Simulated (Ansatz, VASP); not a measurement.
## ZrN: VASP beside Ansatz

```xyz
2
Lattice="0.0000 2.3290 2.3290 2.3290 0.0000 2.3290 2.3290 2.3290 0.0000" Properties=species:S:1:pos:R:3 pbc="T T T"
Zr    0.0000    0.0000    0.0000
N     2.3290    2.3290    2.3290
```

Change from the starting cell: volume scaled by 1.06, PAW files.

Alike in both runs: task electric field gradients; functional PBE; k mesh 9 × 9 × 9; occupations fermi-dirac, width 0.01 eV; no spin polarisation.

|  | VASP | Ansatz |
| --- | --- | --- |
| version | VASP 6.6.1 | Ansatz 0.2.0 |
| potentials or method | VASP PAW PBE potentials, release 64 (Zr_sv, N) | PAW with Ansatz's default frozen-core files, scalar-relativistic |
| plane-wave cutoff (eV) | 520 | 420 |
| valence electrons in the cell | 17 | 17 |

Ansatz gave:

- pressure (GPa): -9.4

Q: Estimate VASP's values.

A: Pressure (GPa): -9.2.
